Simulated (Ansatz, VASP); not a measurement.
# ScAl4N in VASP and in Ansatz

```
Sc Al N
1.0
     0.00000    4.01091    4.01091
     4.01091    0.00000    4.01091
     4.01091    4.01091    0.00000
Sc Al N
1 4 1
Cartesian
  2.0055 2.0055 2.0055
  5.0953 6.9375 5.0953
  6.9375 6.9375 6.9375
  6.9375 5.0953 5.0953
  5.0953 5.0953 6.9375
  0.0000 0.0000 0.0000
```

Alike in both runs: functional PBE; k mesh 8 × 8 × 8; occupations gaussian, width 0.1 eV; collinear spin.

Ansatz relaxed the structure, and its values are those at the end. VASP's run is a single point on that final structure, the one shown.

|  | VASP | Ansatz |
| --- | --- | --- |
| version | VASP 6.6.1 | Ansatz 0.2.0 |
| potentials or method | VASP PAW PBE potentials, release 64 (Sc_sv, Al, N), cutoff 520 eV | scalar-relativistic, plane waves, PAW |
| valence electrons in the cell | 28 | 28 |

```csv
,VASP,Ansatz,Ansatz less VASP
gap on the k mesh at the Fermi level (eV),none,none,-
pressure (GPa),0.0,0.0,+0.04
net moment per atom (μB),0.03,0.03,-0.003
size of the moment on the site where the two differ most (μB),0.06,0.06,+0.004
```

Site moments also hang on the region over which each program counts them. A gap of «none» marks a metal or a gap that the smearing closes.
